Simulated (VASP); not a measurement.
Input of a VASP 6.6.1 run:

Contents of INCAR:

```
SYSTEM = MgO
ALGO = Normal
EDIFF = 1E-6
ENCUT = 600
GGA = PS
GGA_COMPAT = .False.
ISIF = 2
ISMEAR = 0
LASPH = .True.
LCHARG = .False.
LREAL = .False.
LWAVE = .False.
NBANDS = 11
NELM = 120
PREC = Accurate
SIGMA = 0.05
```

KPOINTS

```
k-points
0
Gamma
  10 10 10
  0 0 0
```

File POSCAR:

```
MgO
1.0
    0.0000000000      2.1056849099      2.1056849099
    2.1056849099      0.0000000000      2.1056849099
    2.1056849099      2.1056849099      0.0000000000
Mg O
1 1
Direct
    0.0000000000      0.0000000000      0.0000000000
    0.5000000000      0.5000000000      0.5000000000
```

Potentials or basis: VASP PAW PBE potentials, release 64 (Mg, O).

Command:

```sh
$ cat potpaw_PBE.64/Mg/POTCAR potpaw_PBE.64/O/POTCAR > POTCAR
$ mpirun -np 1 vasp_std > vasp.out
```

(1) Predict the band gap on the k mesh.

(2) What does it give for the pressure?

## Answers

(1) 4.64 eV.

(2) -0.4 GPa.

Caveat: the PAW data sets were made with another functional, which shifts forces and pressure a little.

**The experiment to reproduce.**

From “Electronic structure of alkaline earth and post-transition metal oxides”, 2009, arxiv:0908.1581, for a bulk crystal of MgO: band gap 7.83 eV.

A measured gap of MgO is 7.83 eV (quoted in “Electronic structure of alkaline earth and post-transition metal oxides”, 2009, arxiv:0908.1581); the calculated 4.64 eV misses it by -3.19 eV. The value is that of PBEsol, without temperature or zero-point motion. Semilocal functionals fall short of measured gaps as a rule.
